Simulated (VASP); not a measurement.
**GaP: single point with PBE**

GaP:

```xyz
4
Lattice="1.9423 1.1214 6.4350 -1.9423 1.1214 6.4350 0.0000 -2.2428 6.4350" Properties=species:S:1:pos:R:3 pbc="T T T"
Ga    0.0000    0.0000    8.4090
Ga    0.0000    0.0000   10.8961
P     0.0000    0.0000    1.1101
P     0.0000    0.0000   18.1950
```

```
Program             : VASP 6.6.1
Task                : single point
Functional          : PBE
Potentials or basis : VASP PAW PBE potentials, release 64 (Ga_d, P)
Cutoff              : 520 eV
k mesh              : 12 × 12 × 12
Occupations         : gaussian, width 0.02 eV
Spin                : no spin polarisation
```

```json
{
  "Pressure": "0.0 GPa",
  "Largest force": "0.038 eV/Å",
  "Band gap on the k mesh": "0.81 eV (least direct gap 1.13 eV)"
}
```

Forces in eV/Å, atoms in the order of the input:
```
Ga   0.000  0.000 -0.001
Ga   0.000  0.000  0.001
P    0.000  0.000 -0.038
P    0.000  0.000  0.038
```

Stress tensor (GPa, compression positive):
```
 0.00  0.00  0.00
 0.00  0.00  0.00
 0.00  0.00 -0.09
```

Levels at points of the mesh, in eV from the valence-band top:
| k point | band 14 | band 15 | band 16 | band 17 | band 18 | band 19 | band 20 | band 21 | band 22 | band 23 |
| --- | --- | --- | --- | --- | --- | --- | --- | --- | --- | --- |
| (0.00, 0.00, 0.00) | -1.78 | -1.78 | -0.26 | 0.00 | 0.00 | 1.16 | 1.49 | 2.74 | 3.67 | 3.67 |
| (0.50, 0.00, 0.00) | -5.54 | -4.45 | -2.81 | -2.66 | -1.74 | 1.64 | 2.71 | 3.60 | 4.48 | 6.24 |
| (0.50, 0.50, 0.00) | -6.70 | -3.78 | -3.07 | -1.20 | -0.51 | 0.81 | 1.52 | 1.54 | 4.02 | 4.13 |
| (0.50, 0.50, 0.50) | -3.73 | -1.69 | -1.69 | -0.25 | -0.25 | 1.15 | 2.36 | 3.86 | 3.86 | 5.04 |

It took 19 min on 1 thread of Oxide Virtual Turin-like Processor, on a shared host, peak memory 0.59 GiB.

A k mesh can miss the band edges.
